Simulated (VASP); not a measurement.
Here is a VASP 6.6.1 calculation.

INCAR

```
PREC = Accurate
ENCUT = 520
EDIFF = 1E-6
ISMEAR = 0
SIGMA = 0.15
LREAL = F
LASPH = T
NELM = 80
ALGO = Fast
ISIF = 2
LWAVE = F
LCHARG = T
GGA = PS
LELF = T
LVHAR = T
NBANDS = 14
```

File KPOINTS:

```
regular mesh
0
Gamma
  14 14 14
```

Contents of POSCAR:

```
MgTl
1.0
    3.7563718509      0.7106649448      0.7106649448
    0.7106649448      3.7563718509      0.7106649448
    0.7106649448      0.7106649448      3.7563718509
Mg Tl
1 1
Direct
    0.0000000000      0.0000000000      0.0000000000
    0.5000000000      0.5000000000      0.5000000000
```

Potentials or basis: VASP PAW PBE potentials, release 64 (Mg, Tl_d).

Run with:

```bash
$ cat potpaw_PBE.64/Mg/POTCAR potpaw_PBE.64/Tl_d/POTCAR > POTCAR
$ mpirun -np 1 vasp_std > vasp.out
```

**Question.** Estimate the pressure.

**Answer.** 3.2 GPa.

Stress tensor (GPa, compression positive):
```
 3.19 -1.51 -1.51
-1.51  3.19 -1.51
-1.51 -1.51  3.19
```

Caveat: the PAW data sets were made with another functional, which shifts forces and pressure a little.
